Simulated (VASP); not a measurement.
# Ge (Cmcm) in VASP: single point with PBEsol

Aim: the single point of Ge with PBEsol.

All numbers are computed with VASP 6.6.1; they aren't measurements. Logs are shortened: lines on timing, memory, paths and dates and some standing lists are left out, and cuts for length are marked.

### 1 The cell of the first run

It takes space group Cmcm (No. 63, orthorhombic). The conventional cell has a = 3.757 Å, b = 6.923 Å, c = 6.596 Å, α = 90.00°, β = 90.00°, γ = 90.00°. Ge (site symmetry m) has 4 Ge at 2.36 to 2.47 Å within 3.1 Å.

### 2 Single point, PBEsol (strain -0.0600 x Voigt [1, 0, 0, 0, 0, 0])

Contents of INCAR:

```
SYSTEM = Ge
  PREC = Accurate
  ENCUT = 520
  EDIFF = 1E-6
  ISMEAR = 0
  SIGMA = 0.15
  LREAL = .False.
  LASPH = .True.
  NELM = 60
  ALGO = Normal
  ISIF = 2
  LWAVE = .False.
  LCHARG = .False.
  GGA = PS
  NBANDS = 36
```

Contents of KPOINTS:

```
Automatic mesh
0
Gamma
  12 12 8
  0 0 0
```

Contents of POSCAR:

```
Ge
1.0
    3.7571497901      0.0000000000      0.0000000000
   -1.8785748950      3.4614757064      0.0000000000
    0.0000000000      0.0000000000      6.5963651449
Ge
4
Direct
    0.6666666667      0.3333333333      0.0629118567
    0.3333333333      0.6666666667      0.5629118567
    0.6666666667      0.3333333333      0.4370881433
    0.3333333333      0.6666666667      0.9370881433
```

Potentials or basis: VASP PAW PBE potentials, release 64 (Ge_d).

Command:

```bash
$ cat potpaw_PBE.64/Ge_d/POTCAR > POTCAR
$ mpirun -np 1 vasp_std > vasp.out
```

OUTCAR:

```text
SYSTEM = Ge
   PREC = Accurate
   ENCUT = 520
   EDIFF = 1E-6
   ISMEAR = 0
   LREAL = .False.
   LASPH = .True.
   NELM = 60
   ISIF = 2
   GGA = PS

 ion  position               nearest neighbor table
   1  0.667  0.333  0.063-   4 2.36   4 2.36   4 2.45   3 2.47
   2  0.333  0.667  0.563-   3 2.36   3 2.36   3 2.45   4 2.47
   3  0.667  0.333  0.437-   2 2.36   2 2.36   2 2.45   1 2.47
   4  0.333  0.667  0.937-   1 2.36   1 2.36   1 2.45   2 2.47

  LATTYP: Found a base centered orthorhombic cell.
 ALAT       =     3.7571497901
 B/A-ratio  =     1.8426072421
 C/A-ratio  =     1.7556833008

  Lattice vectors:

 A1 = (   1.8785748950,  -3.4614757064,   0.0000000000)
 A2 = (   1.8785748951,   3.4614757064,   0.0000000000)
 A3 = (   0.0000000000,   0.0000000000,   6.5963651449)

Analysis of symmetry for initial positions (statically):
=====================================================================
 Subroutine PRICEL returns:
 Original cell was already a primitive cell.

 Routine SETGRP: Setting up the symmetry group for a
 base centered orthorhombic supercell.

 Subroutine GETGRP returns: Found  8 space group operations
 (whereof  4 operations were pure point group operations)
 out of a pool of  8 trial point group operations.

The static configuration has the point symmetry C_2h.
 The point group associated with its full space group is D_2h.

Analysis of symmetry for dynamics (positions and initial velocities):
=====================================================================
 Subroutine PRICEL returns:
 Original cell was already a primitive cell.

 Routine SETGRP: Setting up the symmetry group for a
 base centered orthorhombic supercell.

 Subroutine GETGRP returns: Found  8 space group operations
 (whereof  4 operations were pure point group operations)
 out of a pool of  8 trial point group operations.

The dynamic configuration has the point symmetry C_2h.
 The point group associated with its full space group is D_2h.

 Subroutine INISYM returns: Found  8 space group operations
 (whereof  4 operations are pure point group operations),
 and found     1 'primitive' translations

----------------------------------------------------------------------------------------

                                     Primitive cell

  volume of cell :      85.7876

  direct lattice vectors                    reciprocal lattice vectors
     3.757149790  0.000000000  0.000000000     0.266159205  0.144447063  0.000000000
    -1.878574895  3.461475706  0.000000000     0.000000000  0.288894126  0.000000000
     0.000000000  0.000000000  6.596365145     0.000000000  0.000000000  0.151598642

  length of vectors
     3.757149790  3.938382625  6.596365145     0.302829451  0.288894126  0.151598642

  position of ions in fractional coordinates (direct lattice)
     0.666666667  0.333333333  0.062911857
     0.333333333  0.666666667  0.562911857
     0.666666667  0.333333333  0.437088143
     0.333333333  0.666666667  0.937088143

  ion indices of the primitive-cell ions
   primitive index   ion index
                 1           1
                 2           2
                 3           3
                 4           4

----------------------------------------------------------------------------------------

 KPOINTS: Automatic mesh

Automatic generation of k-mesh.
 Grid dimensions read from file:
 generate k-points for:   12   12    8

 Generating k-lattice:

  Cartesian coordinates                     Fractional coordinates (reciprocal lattice)
     0.022179934  0.012037255  0.000000000     0.083333333 -0.000000000  0.000000000
     0.000000000  0.024074511  0.000000000     0.000000000  0.083333333  0.000000000
     0.000000000  0.000000000  0.018949830     0.000000000  0.000000000  0.125000000

  Length of vectors
     0.025235788  0.024074511  0.018949830

  Shift w.r.t. Gamma in fractional coordinates (k-lattice)
     0.000000000  0.000000000  0.000000000

 Subroutine IBZKPT returns following result:
 ===========================================

 Found    215 irreducible k-points:

 Following reciprocal coordinates:
            Coordinates               Weight
  0.000000  0.000000  0.000000      1.000000
  0.083333 -0.000000  0.000000      4.000000
  0.166667  0.000000  0.000000      4.000000
  0.250000 -0.000000  0.000000      4.000000
  0.333333  0.000000  0.000000      4.000000
  0.416667 -0.000000  0.000000      4.000000
[... 16 lines left out ...]
  0.333333  0.166667  0.000000      4.000000
  0.416667  0.166667  0.000000      4.000000
 [... further k-points ...]
   k-points           NKPTS =    215   k-points in BZ     NKDIM =    215   number of bands    NBANDS=     36
   number of dos      NEDOS =    301   number of ions     NIONS =      4
   total plane-waves  NPLWV =  42000
   dimension x,y,z NGX =    28 NGY =   30 NGZ =   50
   dimension x,y,z NGXF=    56 NGYF=   60 NGZF=  100
   ions per type =               4
   NGX,Y,Z   is equivalent  to a cutoff of  12.39, 12.66, 12.60 a.u.
   NGXF,Y,Z  is equivalent  to a cutoff of  24.78, 25.33, 25.20 a.u.
 SYSTEM =  Ge
   PREC   = accura    normal or accurate (medium, high low for compatibility)
   ISTART =      0    job   : 0-new  1-cont  2-samecut
   ICHARG =      2    charge: 1-file 2-atom 10-const
   ISPIN  =      1    spin polarized calculation?
   LNONCOLLINEAR =      F non collinear calculations
   LSORBIT =      F    spin-orbit coupling
   LASPH  =      T    aspherical Exc in radial PAW
   ENCUT  =  520.0 eV  38.22 Ry    6.18 a.u.   6.99  7.32 12.26*2*pi/ulx,y,z
   NELM   =     60;   NELMIN=  2; NELMDL= -5     # of ELM steps
   EDIFF  = 0.1E-05   stopping-criterion for ELM
   LREAL  =      F    real-space projection
   EDIFFG = 0.1E-04   stopping-criterion for IOM
   NSW    =      0    number of steps for IOM
   IBRION =     -1    ionic relax: 0-MD 1-quasi-New 2-CG
   NFREE  =      0    steps in history (QN), initial steepest desc. (CG)
   ISIF   =      2    stress and relaxation
   ISYM   =      2    0-nonsym 1-usesym 2-fastsym
   POTIM  = 0.5000    time-step for ionic-motion
   TEBEG  =    0.0;   TEEND  =   0.0 temperature during run
   PSTRESS=    0.0 pullay stress
   NELECT =      56.0000    total number of electrons
   NUPDOWN=      -1.0000    fix difference up-down
   EMIN   =  10.00;   EMAX   =-10.00  energy-range for DOS
   EFERMI =   0.00;   METHOD = LEGACY
   ISMEAR =     0;   SIGMA  =   0.15  broadening in eV -4-tet -1-fermi 0-gaus
   EFERMI_NEDOS =   21; number of points for ismear=-14 and -15
   IALGO  =     38    algorithm
   IMIX   =      4    mixing-type and parameters
     AMIX     =   0.40;   BMIX     =  1.00
     AMIX_MAG =   1.60;   BMIX_MAG =  1.00
  volume/ion in A,a.u.               =      21.45       144.73
  Fermi-wavevector in a.u.,A,eV,Ry     =   1.420134  2.683664 27.439968  2.016781
  Thomas-Fermi vector in A             =   2.541081
   LORBIT       =      0    0 simple, 1 ext, 2 COOP (PROOUT), +10 PAW based schemes
   GGA     = PS    functional components
   LHFCALC =     F    Hartree Fock is set to
   AEXX    =    0.0000 exact exchange contribution
   IVDW    =     0    specifies the selected vdW correction
   LEPSILON=     F    determine dielectric tensor
   LRPA    =     F    only Hartree local field effects (RPA)
 non-spin polarized calculation
 Gauss-broadening in eV      SIGMA  =   0.15
  energy-cutoff  :      520.00
  volume of cell :       85.79
 maximum number of plane-waves:      2329
   NGX = 13   NGY = 15   NGZ = 25

 number of electron      56.0000020 magnetization

 Free energy of the ion-electron system (eV)
  ---------------------------------------------------
  ext. energy  EPLUGINS =         0.00000000
  ---------------------------------------------------
  free energy    TOTEN  =       -19.48938577 eV

  energy without entropy =      -19.48722064  energy(sigma->0) =      -19.48830320

 E-fermi :   5.5338     XC(G=0): -10.3870

 val. band max:        5.5132839488   @ k =   0.0000   0.0833   0.1250
 cond. band min:       5.5418539135   @ k =   0.5000  -0.0000   0.3750
 fundamental gap:      0.0285699647
 Fermi energy:         5.5338305530

 k-point     1 :       0.0000    0.0000    0.0000
  band No.  band energies     occupation
      1     -19.5352      2.00000
      2     -19.4991      2.00000
      3     -19.4884      2.00000
      4     -19.4423      2.00000
      5     -19.4397      2.00000
      6     -19.4253      2.00000
[... 28 lines left out ...]
     35      10.4978      0.00000
     36      11.6386      0.00000

 k-point     2 :       0.0833   -0.0000    0.0000
  band No.  band energies     occupation
      1     -19.5367      2.00000
      2     -19.4984      2.00000
      3     -19.4907      2.00000
      4     -19.4453      2.00000
      5     -19.4404      2.00000
      6     -19.4318      2.00000
[... 28 lines left out ...]
     35      10.4849      0.00000
     36      12.2066      0.00000

 k-point     3 :       0.1667    0.0000    0.0000
  band No.  band energies     occupation
      1     -19.5387      2.00000
      2     -19.4958      2.00000
      3     -19.4954      2.00000
      4     -19.4533      2.00000
      5     -19.4509      2.00000
      6     -19.4180      2.00000
[... 28 lines left out ...]
     35      11.3039      0.00000
     36      11.6050      0.00000

 k-point     4 :       0.2500   -0.0000    0.0000
  band No.  band energies     occupation
      1     -19.5377      2.00000
      2     -19.4996      2.00000
      3     -19.4905      2.00000
      4     -19.4653      2.00000
      5     -19.4544      2.00000
      6     -19.4073      2.00000
[... 28 lines left out ...]
     35      11.9352      0.00000
     36      12.2513      0.00000

 k-point     5 :       0.3333    0.0000    0.0000
  band No.  band energies     occupation
      1     -19.5325      2.00000
      2     -19.5026      2.00000
      3     -19.4842      2.00000
      4     -19.4757      2.00000
      5     -19.4529      2.00000
      6     -19.4045      2.00000
[... 655 lines left out ...]
 k-point    22 :       0.2500    0.1667    0.0000
  band No.  band energies     occupation
      1     -19.5426      2.00000
      2     -19.5097      2.00000
      3     -19.5074      2.00000
      4     -19.4759      2.00000
      5     -19.4260      2.00000
      6     -19.3997      2.00000
[... 28 lines left out ...]
     35      12.0225      0.00000
     36      13.0034      0.00000

 k-point    23 :       0.3333    0.1667    0.0000
  band No.  band energies     occupation
      1     -19.5372      2.00000
      2     -19.5076      2.00000
      3     -19.5069      2.00000
      4     -19.4858      2.00000
      5     -19.4139      2.00000
      6     -19.3863      2.00000
[... 28 lines left out ...]
     35      12.6665      0.00000
     36      13.2067      0.00000

 k-point    24 :       0.4167    0.1667    0.0000
  band No.  band energies     occupation
      1     -19.5286      2.00000
      2     -19.5106      2.00000
      3     -19.5014      2.00000
      4     -19.4913      2.00000
      5     -19.4116      2.00000
      6     -19.3749      2.00000
[... 28 lines left out ...]
     35      12.6237      0.00000
     36      13.3439      0.00000

 [... further k-points ...]

------------------------ aborting loop because EDIFF is reached ----------------------------------------

  FORCE on cell =-STRESS in cart. coord.  units (eV):
  Direction    XX          YY          ZZ          XY          YZ          ZX
  --------------------------------------------------------------------------------------
  -------------------------------------------------------------------------------------
  Total        6.6391669      1.1817652      0.4274001      0.0000000      0.0000000      0.0000000
  in kB      123.9937179     22.0707599      7.9821659      0.0000000      0.0000000      0.0000000
  external PRESSURE =      51.3488812 kB  Pullay stress =       0.0000000 kB

 VOLUME and BASIS-vectors are now :
 -----------------------------------------------------------------------------
  energy-cutoff  :      520.00
  volume of cell :       85.79
      direct lattice vectors                 reciprocal lattice vectors
     3.757149790  0.000000000  0.000000000     0.266159205  0.144447063  0.000000000
    -1.878574895  3.461475706  0.000000000     0.000000000  0.288894126  0.000000000
     0.000000000  0.000000000  6.596365145     0.000000000  0.000000000  0.151598642

 POSITION                                       TOTAL-FORCE (eV/Angst)
 -----------------------------------------------------------------------------------
      1.87857      1.15383      0.41499        -0.000000     -0.566334      0.395295
     -0.00000      2.30765      3.71317         0.000000      0.566334      0.395295
      1.87857      1.15383      2.88319        -0.000000     -0.566334     -0.395295
     -0.00000      2.30765      6.18138         0.000000      0.566334     -0.395295
 -----------------------------------------------------------------------------------
    total drift:                                0.000000     -0.000000      0.000000

  FREE ENERGIE OF THE ION-ELECTRON SYSTEM (eV)
  ---------------------------------------------------
  free  energy   TOTEN  =       -19.4893857674 eV

  energy  without entropy=      -19.4872206390  energy(sigma->0) =      -19.48830320
```

Wall time 4.9 min (1 thread of Intel Xeon 6975P-C (Granite Rapids), shared host); peak memory 0.53 GiB.

Results:

```yaml
Free_energy: -19.4894 eV
Pressure: 5.1 GPa
Largest_force: 0.691 eV/Å
Band_gap_on_the_k_mesh: zero (bands 28 and 29 overlap by 0.12 eV)
```

Forces on the atoms (eV/Å):
```
Ge   0.000 -0.566  0.395
Ge   0.000  0.566  0.395
Ge   0.000 -0.566 -0.395
Ge   0.000  0.566 -0.395
```

Caveat: the cell differs from its parent crystal (strain -0.0600 x Voigt [1, 0, 0, 0, 0, 0]); the cell stands under pressure; semilocal functionals underestimate gaps, so a narrow gap can read as zero; the PAW data sets were made with another functional, which shifts forces and pressure a little.
